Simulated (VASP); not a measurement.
Here is a VASP 6.6.1 calculation.

The input INCAR:

```
ALGO     = Normal         # electronic algorithm
EDIFF    = 1E-6           # SCF threshold, eV
ENCUT    = 520            # plane-wave cutoff, eV
GGA      = RP             # functional
ISIF     = 2              # what is computed and relaxed
ISMEAR   = -1             # smearing method
LASPH    = T              # aspherical terms in the spheres
LCHARG   = F              # write CHGCAR
LREAL    = F              # projectors in reciprocal space
LWAVE    = F              # write WAVECAR
NBANDS   = 9              # bands
NELM     = 100            # most SCF steps
PREC     = Accurate       # precision mode
SIGMA    = 0.1            # smearing width, eV
```

File KPOINTS:

```
k-points
0
Gamma
  12 12 12
```

The input POSCAR:

```
Se
1.0
    2.9652789354      0.0000000000      0.0000000000
    0.0000000000      2.9652789354      0.0000000000
    0.0000000000      0.0000000000      2.9652789354
Se
1
Direct
    0.0000000000      0.0000000000      0.0000000000
```

Potentials or basis: VASP PAW PBE potentials, release 64 (Se).

Launch:

```console
$ cat potpaw_PBE.64/Se/POTCAR > POTCAR
$ mpirun -np 1 vasp_std > vasp.out
```

Problem. What does it give for the pressure?

Solution. -5.5 GPa.

Problem. Predict the band gap on the k mesh.

Solution. Zero (band 3 reaches 5.45 eV, above the bottom of band 4 at 0.38 eV).

Caveat: the PAW data sets were made with another functional, which shifts forces and pressure a little.
